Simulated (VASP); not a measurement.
# MoS2 in VASP: further runs

The runs below take MoS2 through single point, relaxation of the atoms, with PBE+D3(BJ).

Everything below comes from runs of VASP 6.6.1. Logs are shortened: lines on timing, memory, paths and dates and some standing lists are left out, and cuts for length are marked.

### Step 1. The cell of the first run

The cell holds a slab with vacuum, 3 atoms: a = 3.136 Å, b = 3.136 Å, c = 32.412 Å, α = 90.00°, β = 90.00°, γ = 120.00°.

### Step 2. Single point, PBE+D3(BJ) (atoms taken out)

Input file INCAR:

```
PREC = Accurate
ENCUT = 520
EDIFF = 1E-6
ISMEAR = 0
SIGMA = 0.1
LREAL = F
LASPH = T
NELM = 60
ALGO = Normal
ISIF = 2
LWAVE = F
LCHARG = F
LDIPOL = T
IDIPOL = 3
DIPOL = 0.5 0.5 0.500
GGA = PE
IVDW = 12
NBANDS = 20
```

Input file KPOINTS:

```
regular mesh
0
Gamma
  18 18 1
```

Input file POSCAR:

```
MoS2
1.0
    3.1356825285      0.0000000000      0.0000000000
   -1.5678412643      2.7155807279      0.0000000000
    0.0000000000      0.0000000000     32.4115723037
S Mo
2 1
Direct
    0.0000000000      0.0000000000      0.4503774690
    0.3333333333      0.6666666667      0.5496225310
    0.6666666667      0.3333333333      0.5000000000
```

Potentials or basis: VASP PAW PBE potentials, release 64 (S, Mo_sv).

Command:

```bash
cat potpaw_PBE.64/S/POTCAR potpaw_PBE.64/Mo_sv/POTCAR > POTCAR
mpirun -np 1 vasp_std > vasp.out
```

OUTCAR:

```text
PREC = Accurate
   ENCUT = 520
   EDIFF = 1E-6
   ISMEAR = 0
   LREAL = F
   LASPH = T
   NELM = 60
   ISIF = 2
   GGA = PE
   IVDW = 12
 IVDW          = 12

 ion  position               nearest neighbor table
   1  0.000  0.000  0.450-   3 2.42   3 2.42   3 2.42
   2  0.333  0.667  0.550-   3 2.42   3 2.42   3 2.42
   3  0.667  0.333  0.500-   2 2.42   2 2.42   1 2.42   1 2.42   1 2.42   2 2.42

  LATTYP: Found a hexagonal cell.
 ALAT       =     3.1356825285
 C/A-ratio  =    10.3363691984

  Lattice vectors:

 A1 = (   3.1356825285,   0.0000000000,   0.0000000000)
 A2 = (  -1.5678412643,   2.7155807279,   0.0000000000)
 A3 = (   0.0000000000,   0.0000000000,  32.4115723037)

Analysis of symmetry for initial positions (statically):
=====================================================================
 Subroutine PRICEL returns:
 Original cell was already a primitive cell.

 Routine SETGRP: Setting up the symmetry group for a
 hexagonal supercell.

 Subroutine GETGRP returns: Found 12 space group operations
 (whereof  6 operations were pure point group operations)
 out of a pool of 24 trial point group operations.

The static configuration has the point symmetry C_3v.
 The point group associated with its full space group is D_3d.

Analysis of symmetry for dynamics (positions and initial velocities):
=====================================================================
 Subroutine PRICEL returns:
 Original cell was already a primitive cell.

 Routine SETGRP: Setting up the symmetry group for a
 hexagonal supercell.

 Subroutine GETGRP returns: Found 12 space group operations
 (whereof  6 operations were pure point group operations)
 out of a pool of 24 trial point group operations.

The dynamic configuration has the point symmetry C_3v.
 The point group associated with its full space group is D_3d.

 Subroutine INISYM returns: Found 12 space group operations
 (whereof  6 operations are pure point group operations),
 and found     1 'primitive' translations

----------------------------------------------------------------------------------------

                                     Primitive cell

  volume of cell :     275.9910

  direct lattice vectors                    reciprocal lattice vectors
     3.135682528  0.000000000  0.000000000     0.318909836  0.184122679  0.000000000
    -1.567841264  2.715580728  0.000000000     0.000000000  0.368245359  0.000000000
     0.000000000  0.000000000 32.411572304     0.000000000  0.000000000  0.030853178

  length of vectors
     3.135682528  3.135682529 32.411572304     0.368245359  0.368245359  0.030853178

  position of ions in fractional coordinates (direct lattice)
     0.000000000  0.000000000  0.450377469
     0.333333333  0.666666667  0.549622531
     0.666666667  0.333333333  0.500000000

  ion indices of the primitive-cell ions
   primitive index   ion index
                 1           1
                 2           2
                 3           3

----------------------------------------------------------------------------------------

 KPOINTS: regular mesh

Automatic generation of k-mesh.
 Grid dimensions read from file:
 generate k-points for:   18   18    1

 Generating k-lattice:

  Cartesian coordinates                     Fractional coordinates (reciprocal lattice)
     0.017717213  0.010229038  0.000000000     0.055555556  0.000000000  0.000000000
     0.000000000  0.020458075  0.000000000     0.000000000  0.055555556  0.000000000
     0.000000000  0.000000000  0.030853178     0.000000000  0.000000000  1.000000000

  Length of vectors
     0.020458075  0.020458075  0.030853178

  Shift w.r.t. Gamma in fractional coordinates (k-lattice)
     0.000000000  0.000000000  0.000000000

 Subroutine IBZKPT returns following result:
 ===========================================

 Found     37 irreducible k-points:

 Following reciprocal coordinates:
            Coordinates               Weight
  0.000000  0.000000  0.000000      1.000000
  0.055556  0.000000  0.000000      6.000000
  0.111111  0.000000  0.000000      6.000000
  0.166667  0.000000  0.000000      6.000000
  0.222222 -0.000000  0.000000      6.000000
  0.277778  0.000000  0.000000      6.000000
[... 16 lines left out ...]
  0.333333  0.111111  0.000000     12.000000
  0.388889  0.111111  0.000000     12.000000
 [... further k-points ...]
   k-points           NKPTS =     37   k-points in BZ     NKDIM =     37   number of bands    NBANDS=     20
   number of dos      NEDOS =    301   number of ions     NIONS =      3
   total plane-waves  NPLWV = 144000
   dimension x,y,z NGX =    24 NGY =   24 NGZ =  250
   dimension x,y,z NGXF=    48 NGYF=   48 NGZF=  500
   ions per type =               2   1
   NGX,Y,Z   is equivalent  to a cutoff of  12.72, 12.72, 12.82 a.u.
   NGXF,Y,Z  is equivalent  to a cutoff of  25.45, 25.45, 25.65 a.u.
 SYSTEM =  unknown system
   PREC   = accura    normal or accurate (medium, high low for compatibility)
   ISTART =      0    job   : 0-new  1-cont  2-samecut
   ICHARG =      2    charge: 1-file 2-atom 10-const
   ISPIN  =      1    spin polarized calculation?
   LNONCOLLINEAR =      F non collinear calculations
   LSORBIT =      F    spin-orbit coupling
   LASPH  =      T    aspherical Exc in radial PAW
   ENCUT  =  520.0 eV  38.22 Ry    6.18 a.u.   5.83  5.83 60.26*2*pi/ulx,y,z
   NELM   =     60;   NELMIN=  2; NELMDL= -5     # of ELM steps
   EDIFF  = 0.1E-05   stopping-criterion for ELM
   LREAL  =      F    real-space projection
   EDIFFG = 0.1E-04   stopping-criterion for IOM
   NSW    =      0    number of steps for IOM
   IBRION =     -1    ionic relax: 0-MD 1-quasi-New 2-CG
   NFREE  =      0    steps in history (QN), initial steepest desc. (CG)
   ISIF   =      2    stress and relaxation
   ISYM   =      2    0-nonsym 1-usesym 2-fastsym
   POTIM  = 0.5000    time-step for ionic-motion
   TEBEG  =    0.0;   TEEND  =   0.0 temperature during run
   PSTRESS=    0.0 pullay stress
   NELECT =      26.0000    total number of electrons
   NUPDOWN=      -1.0000    fix difference up-down
   EMIN   =  10.00;   EMAX   =-10.00  energy-range for DOS
   EFERMI =   0.00;   METHOD = LEGACY
   ISMEAR =     0;   SIGMA  =   0.10  broadening in eV -4-tet -1-fermi 0-gaus
   EFERMI_NEDOS =   21; number of points for ismear=-14 and -15
   IALGO  =     38    algorithm
   IMIX   =      4    mixing-type and parameters
     AMIX     =   0.40;   BMIX     =  1.00
     AMIX_MAG =   1.60;   BMIX_MAG =  1.00
  volume/ion in A,a.u.               =      92.00       620.83
  Fermi-wavevector in a.u.,A,eV,Ry     =   0.744905  1.407667  7.549651  0.554884
  Thomas-Fermi vector in A             =   1.840367
   LORBIT       =      0    0 simple, 1 ext, 2 COOP (PROOUT), +10 PAW based schemes
   GGA     = PE    functional components
   LHFCALC =     F    Hartree Fock is set to
   AEXX    =    0.0000 exact exchange contribution
   IVDW    =    12    specifies the selected vdW correction
   LEPSILON=     F    determine dielectric tensor
   LRPA    =     F    only Hartree local field effects (RPA)
 non-spin polarized calculation
 Gauss-broadening in eV      SIGMA  =   0.10
  energy-cutoff  :      520.00
  volume of cell :      275.99
 maximum number of plane-waves:      7478
 NGX is ok and might be reduce to    24
   NGX = 11   NGY = 11   NGZ =121

 number of electron      26.0000000 magnetization

 dipolmoment           0.000000      0.000000     -0.000000 electrons x Angstroem

 Free energy of the ion-electron system (eV)
  ---------------------------------------------------
  ext. energy  EPLUGINS =         0.00000000
  ---------------------------------------------------
  free energy    TOTEN  =       -21.00229964 eV

  energy without entropy =      -20.99430757  energy(sigma->0) =      -20.99830360

 E-fermi :  -2.5598     XC(G=0):  -2.4330

 val. band max:       -2.5991891890   @ k =   0.2222   0.2222   0.0000
 cond. band min:      -2.5582611978   @ k =   0.1667   0.1667   0.0000
 fundamental gap:      0.0409279912
 Fermi energy:        -2.5597785886

 k-point     1 :       0.0000    0.0000    0.0000
  band No.  band energies     occupation
      1     -64.3633      2.00000
      2     -38.4429      2.00000
      3     -38.3057      2.00000
      4     -38.3057      2.00000
      5     -17.5425      2.00000
      6     -16.4298      2.00000
[... 12 lines left out ...]
     19       2.0235      0.00000
     20       2.5336      0.00000

 k-point     2 :       0.0556    0.0000    0.0000
  band No.  band energies     occupation
      1     -64.3620      2.00000
      2     -38.4403      2.00000
      3     -38.3187      2.00000
      4     -38.3086      2.00000
      5     -17.4917      2.00000
      6     -16.4111      2.00000
[... 12 lines left out ...]
     19       2.0957      0.00000
     20       2.5975      0.00000

 k-point     3 :       0.1111    0.0000    0.0000
  band No.  band energies     occupation
      1     -64.3581      2.00000
      2     -38.4330      2.00000
      3     -38.3562      2.00000
      4     -38.3172      2.00000
      5     -17.3426      2.00000
      6     -16.3563      2.00000
[... 12 lines left out ...]
     19       2.3069      0.00000
     20       2.7878      0.00000

 k-point     4 :       0.1667    0.0000    0.0000
  band No.  band energies     occupation
      1     -64.3521      2.00000
      2     -38.4222      2.00000
      3     -38.4128      2.00000
      4     -38.3303      2.00000
      5     -17.1048      2.00000
      6     -16.2688      2.00000
[... 429 lines left out ...]
 k-point    23 :       0.3333    0.1111    0.0000
  band No.  band energies     occupation
      1     -64.3219      2.00000
      2     -38.6690      2.00000
      3     -38.4209      2.00000
      4     -38.3643      2.00000
      5     -15.8957      2.00000
      6     -15.4695      2.00000
[... 12 lines left out ...]
     19       4.1123      0.00000
     20       4.8882      0.00000

 k-point    24 :       0.3889    0.1111    0.0000
  band No.  band energies     occupation
      1     -64.3182      2.00000
      2     -38.6997      2.00000
      3     -38.4316      2.00000
      4     -38.3574      2.00000
      5     -15.8188      2.00000
      6     -15.2226      2.00000
[... 12 lines left out ...]
     19       4.0225      0.00000
     20       5.4279      0.00000

 [... further k-points ...]

------------------------ aborting loop because EDIFF is reached ----------------------------------------

 vacuum level on the upper side and lower side of the slab       (xc-potential included)        -0.010        -0.010

 Edisp (eV)   -0.96257

 E8    (eV) :    -0.4171

  FORCE on cell =-STRESS in cart. coord.  units (eV):
  Direction    XX          YY          ZZ          XY          YZ          ZX
  --------------------------------------------------------------------------------------
  -------------------------------------------------------------------------------------
  Total      -0.02757    -0.02757    -0.05677     0.00000     0.00000    -0.00000
  in kB      -0.16005    -0.16005    -0.32959     0.00000     0.00000    -0.00000
  external pressure =       -0.22 kB  Pullay stress =        0.00 kB

 VOLUME and BASIS-vectors are now :
 -----------------------------------------------------------------------------
  energy-cutoff  :      520.00
  volume of cell :      275.99
      direct lattice vectors                 reciprocal lattice vectors
     3.135682528  0.000000000  0.000000000     0.318909836  0.184122679  0.000000000
    -1.567841264  2.715580728  0.000000000     0.000000000  0.368245359  0.000000000
     0.000000000  0.000000000 32.411572304     0.000000000  0.000000000  0.030853178

 POSITION                                       TOTAL-FORCE (eV/Angst)
 -----------------------------------------------------------------------------------
      0.00000      0.00000     14.59744        -0.000000      0.000000      0.010160
     -0.00000      1.81039     17.81413         0.000000     -0.000000     -0.010160
      1.56784      0.90519     16.20579        -0.000000     -0.000000      0.000000
 -----------------------------------------------------------------------------------
    total drift:                               -0.000000      0.000000      0.000000

  FREE ENERGIE OF THE ION-ELECTRON SYSTEM (eV)
  ---------------------------------------------------
  free  energy   TOTEN  =       -21.9648743663 eV

  energy  without entropy=      -21.9568822952  energy(sigma->0) =      -21.96087833

 vacuum level on the upper side and lower side of the slab         2.473         2.473
```

It took 7.2 min on 1 thread of Intel Xeon 8259CL, shared host; peak memory 0.49 GiB.

What came out:

| Item | Value |
| --- | --- |
| Free energy | -21.9649 eV |
| Largest force | 0.010 eV/Å |
| Band gap on the k mesh | zero (bands 13 and 14 overlap by 0.47 eV) |
| Dispersion energy per atom | -0.321 eV |

Forces on the atoms (eV/Å):
```
S    0.000  0.000  0.010
S    0.000  0.000 -0.010
Mo   0.000  0.000  0.000
```

Caveat: the cell differs from its parent crystal (atoms taken out).

### Step 3. Single point, PBE+D3(BJ)

This run uses another cell than the first one: it holds 6 atoms, not 3.

Input file INCAR:

```
PREC = Accurate ; ENCUT = 520
EDIFF = 1E-6 ; ISMEAR = 0
SIGMA = 0.1 ; LREAL = False
LASPH = True ; NELM = 80
ALGO = Normal ; ISIF = 2
LWAVE = False ; LCHARG = False
LDIPOL = True ; IDIPOL = 3
DIPOL = 0.5 0.5 0.500 ; GGA = PE
IVDW = 12 ; NBANDS = 35
```

Input file KPOINTS:

```
Automatic mesh
0
Gamma
  18 18 1
```

Input file POSCAR:

```
MoS2
1.0
    3.1356825285      0.0000000000      0.0000000000
   -1.5678412643      2.7155807279      0.0000000000
    0.0000000000      0.0000000000     45.4667540098
S Mo
4 2
Direct
    0.0000000000      0.0000000000      0.3990157450
    0.3333333333      0.6666666667      0.4695464293
    0.0000000000      0.0000000000      0.5304535728
    0.3333333333      0.6666666667      0.6009842598
    0.6666666667      0.3333333333      0.4344305678
    0.6666666667      0.3333333333      0.5655694253
```

Potentials or basis: VASP PAW PBE potentials, release 64 (S, Mo_sv).

Command:

```bash
cat potpaw_PBE.64/S/POTCAR potpaw_PBE.64/Mo_sv/POTCAR > POTCAR
mpirun -np 1 vasp_std > vasp.out
```

OUTCAR:

```text
PREC = Accurate
   ENCUT = 520
   EDIFF = 1E-6
   ISMEAR = 0
   LREAL = False
   LASPH = True
   NELM = 80
   ISIF = 2
   GGA = PE
   IVDW = 12
 IVDW          = 12

 ion  position               nearest neighbor table
   1  0.000  0.000  0.399-   5 2.42   5 2.42   5 2.42
   2  0.333  0.667  0.470-   5 2.41   5 2.41   5 2.41
   3  0.000  0.000  0.530-   6 2.41   6 2.41   6 2.41
   4  0.333  0.667  0.601-   6 2.42   6 2.42   6 2.42
   5  0.667  0.333  0.434-   2 2.41   2 2.41   2 2.41   1 2.42   1 2.42   1 2.42
   6  0.667  0.333  0.566-   3 2.41   3 2.41   3 2.41   4 2.42   4 2.42   4 2.42

  LATTYP: Found a hexagonal cell.
 ALAT       =     3.1356825285
 C/A-ratio  =    14.4997950515

  Lattice vectors:

[... 1126 lines left out ...]
  Total       0.33148     0.33148    -0.12803    -0.00000     0.00000    -0.00000
  in kB       1.37175     1.37175    -0.52982    -0.00000     0.00000    -0.00000
  external pressure =        0.74 kB  Pullay stress =        0.00 kB

 VOLUME and BASIS-vectors are now :
 -----------------------------------------------------------------------------
  energy-cutoff  :      520.00
  volume of cell :      387.16
      direct lattice vectors                 reciprocal lattice vectors
     3.135682528  0.000000000  0.000000000     0.318909836  0.184122679  0.000000000
    -1.567841264  2.715580728  0.000000000     0.000000000  0.368245359  0.000000000
     0.000000000  0.000000000 45.466754010     0.000000000  0.000000000  0.021994093

 POSITION                                       TOTAL-FORCE (eV/Angst)
 -----------------------------------------------------------------------------------
      0.00000      0.00000     18.14195         0.000000      0.000000      0.016583
     -0.00000      1.81039     21.34875        -0.000000      0.000000     -0.014569
      0.00000      0.00000     24.11800         0.000000     -0.000000      0.014569
     -0.00000      1.81039     27.32480        -0.000000     -0.000000     -0.016583
      1.56784      0.90519     19.75215         0.000000      0.000000     -0.004782
      1.56784      0.90519     25.71461        -0.000000     -0.000000      0.004782
 -----------------------------------------------------------------------------------
    total drift:                               -0.000000      0.000000      0.000731

  FREE ENERGIE OF THE ION-ELECTRON SYSTEM (eV)
  ---------------------------------------------------
  free  energy   TOTEN  =       -44.2243944778 eV

  energy  without entropy=      -44.2118333048  energy(sigma->0) =      -44.21811389

 vacuum level on the upper side and lower side of the slab         3.435         3.435
```

Run time: 21 min. Hardware: 1 thread of Intel Xeon 8259CL, shared host; peak memory 0.72 GiB.

Results:

* Free energy: -44.2244 eV
* Largest force: 0.017 eV/Å
* Band gap on the k mesh: zero (bands 26 and 27 overlap by 0.42 eV)
* Dispersion energy per atom: -0.382 eV

Forces in eV/Å, atoms in the order of the input:
```
S    0.000  0.000  0.017
S    0.000  0.000 -0.015
S    0.000  0.000  0.015
S    0.000  0.000 -0.017
Mo   0.000  0.000 -0.005
Mo   0.000  0.000  0.005
```

(Continued in part 2 of 2.)
